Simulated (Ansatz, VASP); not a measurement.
**One calculation of Hf5F, two programs**

```
Hf F
1.0
     2.90126    0.00000    0.00000
    -1.45063    2.51256    0.00000
     0.00000    0.00000   14.10225
Hf F
5 1
Cartesian
  1.4506 0.8375 11.7801
  0.0000 0.0000 9.4153
  1.4506 0.8375 7.0511
  0.0000 0.0000 4.6870
  1.4506 0.8375 2.3222
  0.0000 0.0000 0.0000
```

Change from the starting cell: species swapped into the MgCd5 type (P-6m2, No. 187).

Alike in both runs: task single point; functional PBE; k mesh 6 × 6 × 2; occupations gaussian, width 0.1 eV; no spin polarisation.

|  | VASP | Ansatz |
| --- | --- | --- |
| version | VASP 6.6.1 | Ansatz 0.2.0 |
| potentials or method | VASP PAW PBE potentials, release 64 (Hf_pv, F), cutoff 520 eV | scalar-relativistic, plane waves, PAW |
| valence electrons in the cell | 57 | 137 |

VASP gave:

* gap on the k mesh at the Fermi level (eV): none
* pressure (GPa): 26.8
* traceless stress, the component that is largest in VASP (GPa): -11.70
* rms of the force components (eV/Å): 0.984

Task: Estimate Ansatz's values.

Result: gap on the k mesh at the Fermi level (eV): none; pressure (GPa): 27.5; traceless stress, the component that is largest in VASP (GPa): -11.57; rms of the force components (eV/Å): 0.994.

Atom by atom the forces differ by 0.014 eV/Å (rms over components). A gap of «none» marks a metal or a gap that the smearing closes. With one functional, cell and mesh, what is left measures potentials, basis and numerics. VASP's potentials hold 57 valence electrons a cell and Ansatz's 137, so a difference there can come from the potentials and not from the codes.

The k mesh is coarse, so the values compare programs but aren't converged. Neither program's run includes spin-orbit coupling.
